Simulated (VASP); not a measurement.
Runs of VASP 6.6.1 on Be3CdTe4. The structure is that of space group P-4m2 (No. 115), or close to it. The cells are those of the table. 

```csv
task,cell,k mesh,cutoff (eV),smearing,gap on the mesh (eV),pressure (GPa),largest force (eV/Å)
single point,"a = 4.145, b = 4.145, c = 11.981 Å, 8 atoms",4 × 4 × 1,520,gaussian 0.1 eV,(b),0.2,-
single point,"a = 4.126, b = 4.126, c = 12.071 Å, 8 atoms",4 × 4 × 1,520,gaussian 0.1 eV,1.78,0.2,0.05
relaxation of cell and atoms,"relaxed from a = 4.030, b = 4.030, c = 11.400 Å, 8 atoms",4 × 4 × 2,600,gaussian 0.2 eV,1.81,0.0,0.07
single point,"a = 4.132, b = 4.132, c = 12.067 Å, 8 atoms",4 × 4 × 2,520,gaussian 0.2 eV,1.80,(a),0.08
```

Alike in all rows: level PBE; potentials or basis VASP PAW PBE potentials, release 64 (Be, Cd, Te); no spin polarisation.

Question: Fill in the values left out.

Answer: (a) 0.1; (b) 1.82.

Caveats: some runs use coarse meshes; spin-orbit coupling is left out, which moves the levels of the heavy elements; the relaxation stopped at a loose force limit of 0.08 eV/Å, so its end isn't a converged minimum (some runs).

A k mesh can miss the band edges, and the runs leave out spin-orbit coupling on Cd, Te.
